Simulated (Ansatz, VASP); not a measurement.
Si3AsF: VASP beside Ansatz

```
Si As F
1.0
     4.19299    0.00000    0.00000
     0.00000    4.19299    0.00000
     0.00000    0.00000    4.19299
Si As F
3 1 1
Direct
  0.00000 0.50000 0.50000
  0.50000 0.00000 0.50000
  0.50000 0.50000 0.00000
  0.00000 0.00000 0.00000
  0.50000 0.50000 0.50000
```

Change from the starting cell: species swapped into the NdBPd3 type (Pm-3m, No. 221).

Alike in both runs: task single point; functional PBE; k mesh 4 × 4 × 4; occupations gaussian, width 0.1 eV; no spin polarisation.

|  | VASP | Ansatz |
| --- | --- | --- |
| version | VASP 6.6.1 | Ansatz 0.2.0 |
| potentials or method | VASP PAW PBE potentials, release 64 (Si, As, F), cutoff 520 eV | scalar-relativistic, plane waves, PAW |
| valence electrons in the cell | 24 | 34 |

|  | VASP | Ansatz | Ansatz less VASP |
| --- | --- | --- | --- |
| gap on the k mesh at the Fermi level (eV) | none | none | - |
| pressure (GPa) | 16.3 | 16.3 | -0.01 |

A gap of «none» marks a metal or a gap that the smearing closes. With one functional, cell and mesh, what is left measures potentials, basis and numerics. VASP's potentials hold 24 valence electrons a cell and Ansatz's 34, so a difference there can come from the potentials and not from the codes.

The k mesh is coarse, so the values compare programs but aren't converged.
